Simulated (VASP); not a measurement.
Wanted: the native input for a VASP 6.6.1 run.

| Quantity | Value |
| --- | --- |
| Task | single point |
| Functional | PBEsol |
| Potentials or basis | VASP PAW PBE potentials, release 64 (P) |
| Cutoff | 520 eV |
| k mesh | 8 × 1 × 6 |
| Occupations | gaussian, width 0.05 eV |
| Spin | no spin polarisation |
| Dipole correction | no |
| Further INCAR settings | ALGO = Normal; EDIFF = 1e-06; NBANDS = 18 |

The structure of P lies in POSCAR:

```
P
1.0
    3.1195413340      0.0000000000      0.0000000000
    0.0000000000     33.1141794405      0.0000000000
    0.0000000000      0.0000000000      4.7478868277
P
4
Direct
    0.0000000000      0.9702614300      0.5921507200
    0.0000000000      0.0297385700      0.4078492800
    0.5000000000      0.0297385700      0.0921507200
    0.5000000000      0.9702614300      0.9078492800
```

This cell differs from its parent crystal: strain -0.050 along x and y, +0.025 along z.

These files were run (other wordings do the same):

INCAR

```
SYSTEM = P
PREC = Accurate
ENCUT = 520
EDIFF = 1E-6
ISMEAR = 0
SIGMA = 0.05
LREAL = .False.
LASPH = .True.
NELM = 60
ALGO = Normal
ISIF = 2
LWAVE = .False.
LCHARG = .False.
GGA = PS
NBANDS = 18
```

KPOINTS

```
Automatic mesh
0
Gamma
  8 1 6
  0 0 0
```

Potentials or basis: VASP PAW PBE potentials, release 64 (P).

The run is started by

```bash
$ cat potpaw_PBE.64/P/POTCAR > POTCAR
$ mpirun -np 1 vasp_std > vasp.out
```

It gave:

- Largest force: 0.982 eV/Å
- Band gap on the k mesh: 1.04 eV (least direct gap 1.26 eV)

Caveat: the cell differs from its parent crystal (strain -0.050 along x and y, +0.025 along z); there is no dipole correction, which matters where the two faces differ; the PAW data sets were made with another functional, which shifts forces and pressure a little.

It took 3 min on 1 thread of Intel(R) Xeon(R) Platinum 8259CL CPU @ 2.50GHz (Skylake/Cascade Lake), on a shared host, peak memory 0.51 GiB.
